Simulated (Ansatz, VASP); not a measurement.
# Two plane-wave programs on Ti2B

```xyz
6
Lattice="5.5670 0.0000 0.0000 -2.7835 4.8212 0.0000 0.0000 0.0000 3.1615" Properties=species:S:1:pos:R:3 pbc="T T T"
Ti    2.7835    0.0000    0.8008
Ti   -1.3918    2.4106    0.8008
Ti    1.3918    2.4106    0.8008
Ti    0.0000    0.0000    2.3816
B     0.0000    3.2141    2.3815
B     2.7835    1.6071    2.3815
```

Alike in both runs: functional PBE; k mesh 6 × 6 × 4; occupations gaussian, width 0.1 eV; no spin polarisation.

Ansatz relaxed the structure, and its values are those at the end. VASP's run is a single point on that final structure, the one shown.

|  | VASP | Ansatz |
| --- | --- | --- |
| version | VASP 6.6.1 | Ansatz 0.2.0 |
| potentials or method | VASP PAW PBE potentials, release 64 (Ti_sv, B), cutoff 520 eV | scalar-relativistic, plane waves, PAW |
| valence electrons in the cell | 54 | 54 |

```csv
,VASP,Ansatz,Ansatz less VASP
gap on the k mesh at the Fermi level (eV),none,none,-
pressure (GPa),0.0,0.0,+0.07
```

A gap of «none» marks a metal or a gap that the smearing closes.

The k mesh is coarse, so the values compare programs but aren't converged.
